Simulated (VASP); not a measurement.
# LiF (Fm-3m) in VASP: further runs, part 2 of 2

VASP 6.6.1. The steps go on from the part before.

## 4. Single point, PBEsol

The input, INCAR:

```
SYSTEM = LiF
PREC     = Accurate       ! precision mode
ENCUT    = 520            ! plane-wave cutoff, eV
EDIFF    = 1E-6           ! SCF threshold, eV
ISMEAR   = -1             ! smearing method
SIGMA    = 0.03           ! smearing width, eV
LREAL    = .False.        ! projectors in reciprocal space
LASPH    = .True.         ! aspherical terms in the spheres
NELM     = 80             ! most SCF steps
ALGO     = Normal         ! electronic algorithm
ISIF     = 2              ! what is computed and relaxed
LWAVE    = .False.        ! write WAVECAR
LCHARG   = .False.        ! write CHGCAR
GGA      = PS             ! functional
NBANDS   = 12             ! bands
ISYM     = 0
```

The input, KPOINTS:

```
Automatic mesh
0
Gamma
  10 10 10
  0.5 0.5 0.5
```

The input, POSCAR:

```
LiF
1.0
    0.0000000000      2.0140000000      2.0140000000
    2.0140000000      0.0000000000      2.0140000000
    2.0140000000      2.0140000000      0.0000000000
Li F
1 1
Direct
    0.0000000000      0.0000000000      0.0000000000
    0.5000000000      0.5000000000      0.5000000000
```

Potentials or basis: VASP PAW PBE potentials, release 64 (Li_sv, F).

Launch:

```console
$ cat potpaw_PBE.64/Li_sv/POTCAR potpaw_PBE.64/F/POTCAR > POTCAR
$ mpirun -np 1 vasp_std > vasp.out
```

OUTCAR:

```text
SYSTEM = LiF
   PREC = Accurate
   ENCUT = 520
   EDIFF = 1E-6
   ISMEAR = -1
   LREAL = .False.
   LASPH = .True.
   NELM = 80
   ISIF = 2
   GGA = PS
   ISYM = 0

 ion  position               nearest neighbor table
   1  0.000  0.000  0.000-   2 2.01   2 2.01   2 2.01   2 2.01   2 2.01   2 2.01
   2  0.500  0.500  0.500-   1 2.01   1 2.01   1 2.01   1 2.01   1 2.01   1 2.01

IMPORTANT INFORMATION: All symmetrisations will be switched off!
NOSYMM: (Re-)initialisation of all symmetry stuff for point group C_1.

----------------------------------------------------------------------------------------

                                     Primitive cell

  volume of cell :      16.3384

  direct lattice vectors                    reciprocal lattice vectors
     0.000000000  2.014000000  2.014000000    -0.248262165  0.248262165  0.248262165
     2.014000000  0.000000000  2.014000000     0.248262165 -0.248262165  0.248262165
     2.014000000  2.014000000  0.000000000     0.248262165  0.248262165 -0.248262165

  length of vectors
     2.848226115  2.848226115  2.848226115     0.430002683  0.430002683  0.430002683

  position of ions in fractional coordinates (direct lattice)
     0.000000000  0.000000000  0.000000000
     0.500000000  0.500000000  0.500000000

  ion indices of the primitive-cell ions
   primitive index   ion index
                 1           1
                 2           2

----------------------------------------------------------------------------------------

 KPOINTS: Automatic mesh

Automatic generation of k-mesh.
 Grid dimensions read from file:
 generate k-points for:   10   10   10

 Generating k-lattice:

  Cartesian coordinates                     Fractional coordinates (reciprocal lattice)
    -0.024826216  0.024826216  0.024826216     0.100000000  0.000000000  0.000000000
     0.024826216 -0.024826216  0.024826216     0.000000000  0.100000000  0.000000000
     0.024826216  0.024826216 -0.024826216     0.000000000  0.000000000  0.100000000

  Length of vectors
     0.043000268  0.043000268  0.043000268

  Shift w.r.t. Gamma in fractional coordinates (k-lattice)
     0.500000000  0.500000000  0.500000000

 Subroutine IBZKPT returns following result:
 ===========================================

 Found   2000 irreducible k-points:

 Following reciprocal coordinates:
            Coordinates               Weight
  0.050000  0.050000  0.050000      2.000000
  0.050000  0.000000  0.000000      2.000000
  0.000000  0.000000 -0.050000      2.000000
  0.000000  0.050000  0.000000      2.000000
  0.150000  0.050000  0.050000      2.000000
  0.050000  0.150000  0.050000      2.000000
[... 16 lines left out ...]
  0.000000  0.200000 -0.050000      2.000000
  0.200000  0.000000 -0.050000      2.000000
 [... further k-points ...]
   k-points           NKPTS =   2000   k-points in BZ     NKDIM =   2000   number of bands    NBANDS=     12
   number of dos      NEDOS =    301   number of ions     NIONS =      2
   total plane-waves  NPLWV =  13824
   dimension x,y,z NGX =    24 NGY =   24 NGZ =   24
   dimension x,y,z NGXF=    48 NGYF=   48 NGZF=   48
   ions per type =               1   1
   NGX,Y,Z   is equivalent  to a cutoff of  14.01, 14.01, 14.01 a.u.
   NGXF,Y,Z  is equivalent  to a cutoff of  28.02, 28.02, 28.02 a.u.
 SYSTEM =  LiF
   PREC   = accura    normal or accurate (medium, high low for compatibility)
   ISTART =      0    job   : 0-new  1-cont  2-samecut
   ICHARG =      2    charge: 1-file 2-atom 10-const
   ISPIN  =      1    spin polarized calculation?
   LNONCOLLINEAR =      F non collinear calculations
   LSORBIT =      F    spin-orbit coupling
   LASPH  =      T    aspherical Exc in radial PAW
   ENCUT  =  520.0 eV  38.22 Ry    6.18 a.u.   5.30  5.30  5.30*2*pi/ulx,y,z
   NELM   =     80;   NELMIN=  2; NELMDL= -5     # of ELM steps
   EDIFF  = 0.1E-05   stopping-criterion for ELM
   LREAL  =      F    real-space projection
   EDIFFG = 0.1E-04   stopping-criterion for IOM
   NSW    =      0    number of steps for IOM
   IBRION =     -1    ionic relax: 0-MD 1-quasi-New 2-CG
   NFREE  =      0    steps in history (QN), initial steepest desc. (CG)
   ISIF   =      2    stress and relaxation
   ISYM   =      0    0-nonsym 1-usesym 2-fastsym
   POTIM  = 0.5000    time-step for ionic-motion
   TEBEG  =    0.0;   TEEND  =   0.0 temperature during run
   PSTRESS=    0.0 pullay stress
   NELECT =      10.0000    total number of electrons
   NUPDOWN=      -1.0000    fix difference up-down
   EMIN   =  10.00;   EMAX   =-10.00  energy-range for DOS
   EFERMI =   0.00;   METHOD = LEGACY
   ISMEAR =    -1;   SIGMA  =   0.03  broadening in eV -4-tet -1-fermi 0-gaus
   EFERMI_NEDOS =   21; number of points for ismear=-14 and -15
   IALGO  =     38    algorithm
   IMIX   =      4    mixing-type and parameters
     AMIX     =   0.40;   BMIX     =  1.00
     AMIX_MAG =   1.60;   BMIX_MAG =  1.00
  volume/ion in A,a.u.               =       8.17        55.13
  Fermi-wavevector in a.u.,A,eV,Ry     =   1.389970  2.626662 26.286674  1.932016
  Thomas-Fermi vector in A             =   2.513950
   LORBIT       =      0    0 simple, 1 ext, 2 COOP (PROOUT), +10 PAW based schemes
   GGA     = PS    functional components
   LHFCALC =     F    Hartree Fock is set to
   AEXX    =    0.0000 exact exchange contribution
   IVDW    =     0    specifies the selected vdW correction
   LEPSILON=     F    determine dielectric tensor
   LRPA    =     F    only Hartree local field effects (RPA)
 non-spin polarized calculation
  energy-cutoff  :      520.00
  volume of cell :       16.34
 maximum number of plane-waves:       450
 NGX is ok and might be reduce to    24
   NGX = 11   NGY = 11   NGZ = 11

 number of electron      10.0000000 magnetization

 number of electron       9.9999992 magnetization

 Free energy of the ion-electron system (eV)
  ---------------------------------------------------
  ext. energy  EPLUGINS =         0.00000000
  ---------------------------------------------------
  free energy    TOTEN  =        -9.85190360 eV

  energy without entropy =       -9.85190360  energy(sigma->0) =       -9.85190360

 E-fermi :  -0.4838     XC(G=0): -10.2024

 val. band max:       -1.1134595370   @ k =   0.1500   0.0500   0.0500
 cond. band min:       7.8876542386   @ k =   0.0000   0.0500   0.0000
 fundamental gap:      9.0011137756
 Fermi energy:        -0.4837747079

 k-point     1 :       0.0500    0.0500    0.0500
  band No.  band energies     occupation
      1     -41.3150      2.00000
      2     -20.9620      2.00000
      3      -1.1850      2.00000
      4      -1.1142      2.00000
      5      -1.1142      2.00000
      6       7.8877      0.00000
      7      21.4570      0.00000
      8      22.1722      0.00000
      9      22.1722      0.00000
     10      23.4833      0.00000
     11      23.4833      0.00000
     12      23.6780      0.00000

 k-point     2 :       0.0500    0.0000    0.0000
  band No.  band energies     occupation
      1     -41.3150      2.00000
      2     -20.9620      2.00000
      3      -1.1850      2.00000
      4      -1.1142      2.00000
      5      -1.1142      2.00000
      6       7.8877      0.00000
      7      21.4570      0.00000
      8      22.1722      0.00000
      9      22.1723      0.00000
     10      23.4833      0.00000
     11      23.4833      0.00000
     12      23.6780      0.00000

 k-point     3 :       0.0000    0.0000   -0.0500
  band No.  band energies     occupation
      1     -41.3150      2.00000
      2     -20.9620      2.00000
      3      -1.1850      2.00000
      4      -1.1142      2.00000
      5      -1.1142      2.00000
      6       7.8877      0.00000
      7      21.4570      0.00000
      8      22.1722      0.00000
      9      22.1723      0.00000
     10      23.4833      0.00000
     11      23.4833      0.00000
     12      23.6780      0.00000
[... 286 lines left out ...]
 k-point    23 :       0.0000    0.2000   -0.0500
  band No.  band energies     occupation
      1     -41.2903      2.00000
      2     -20.7971      2.00000
      3      -2.2452      2.00000
      4      -1.3067      2.00000
      5      -1.1614      2.00000
      6       8.9334      0.00000
      7      17.1023      0.00000
      8      19.5278      0.00000
      9      19.7755      0.00000
     10      25.0150      0.00000
     11      25.0240      0.00000
     12      26.8785      0.00000

 k-point    24 :       0.2000    0.0000   -0.0500
  band No.  band energies     occupation
      1     -41.2903      2.00000
      2     -20.7971      2.00000
      3      -2.2452      2.00000
      4      -1.3067      2.00000
      5      -1.1614      2.00000
      6       8.9334      0.00000
      7      17.1023      0.00000
      8      19.5278      0.00000
      9      19.7755      0.00000
     10      25.0150      0.00000
     11      25.0240      0.00000
     12      26.8785      0.00000

 [... further k-points ...]
[... 5 lines left out ...]
  --------------------------------------------------------------------------------------
  -------------------------------------------------------------------------------------
  Total       -0.1311245     -0.1311241     -0.1311244      0.0000126      0.0000122      0.0000120
  in kB      -12.8583728    -12.8583303    -12.8583673      0.0012374      0.0011951      0.0011731
  external PRESSURE =     -12.8583568 kB  Pullay stress =       0.0000000 kB

 VOLUME and BASIS-vectors are now :
 -----------------------------------------------------------------------------
  energy-cutoff  :      520.00
  volume of cell :       16.34
      direct lattice vectors                 reciprocal lattice vectors
     0.000000000  2.014000000  2.014000000    -0.248262165  0.248262165  0.248262165
     2.014000000  0.000000000  2.014000000     0.248262165 -0.248262165  0.248262165
     2.014000000  2.014000000  0.000000000     0.248262165  0.248262165 -0.248262165

 POSITION                                       TOTAL-FORCE (eV/Angst)
 -----------------------------------------------------------------------------------
      0.00000      0.00000      0.00000        -0.000000     -0.000000     -0.000000
      2.01400      2.01400      2.01400         0.000000      0.000000      0.000000
 -----------------------------------------------------------------------------------
    total drift:                               -0.000000     -0.000001     -0.000001

  FREE ENERGIE OF THE ION-ELECTRON SYSTEM (eV)
  ---------------------------------------------------
  free  energy   TOTEN  =        -9.8519036004 eV

  energy  without entropy=       -9.8519036003  energy(sigma->0) =       -9.85190360
```

Wall time 2.8 min (1 thread of Intel Xeon 6975P-C, shared host); peak memory 0.43 GiB.

What came out:

- Free energy: -9.8519 eV
- Band gap on the k mesh: 9.00 eV, indirect (the least direct gap lies 0.7 meV higher)

Levels at points of the mesh, in eV from the valence-band top:
```tsv
k point	band 3	band 4	band 5	band 6	band 7	band 8
(0.05, 0.05, 0.05)	-0.07	0.00	0.00	9.00	22.57	23.29
```

Caveat: the cutoff is under 1.25 times the usual one of these potentials, so pressure, stress and relaxed cells hold a basis-set (Pulay) error; the PAW data sets were made with another functional, which shifts forces and pressure a little. A k mesh can miss the band edges.

## 5. Overview

| level | potentials or basis | k mesh | gap on the mesh (eV) |
| --- | --- | --- | --- |
| PBEsol | VASP PAW PBE potentials, release 64 (Li_sv, F) | 10 × 10 × 10 | 8.92 |
| LDA | VASP PAW LDA potentials, release 64 (Li_sv, F) | 10 × 10 × 10 | 8.83 |
| PBEsol | VASP PAW PBE potentials, release 64 (Li_sv, F) | 10 × 10 × 10, shifted | 9.00 |

Alike in all rows: task single point; no spin polarisation; cell as given; cutoff (eV) 520; smearing fermi-dirac 0.03 eV.

Caveats: the cutoff is under 1.25 times the usual one of these potentials, so pressure, stress and relaxed cells hold a basis-set (Pulay) error; the PAW data sets were made with another functional, which shifts forces and pressure a little (some runs).

Absolute energies hang on the potentials; compare differences alone.
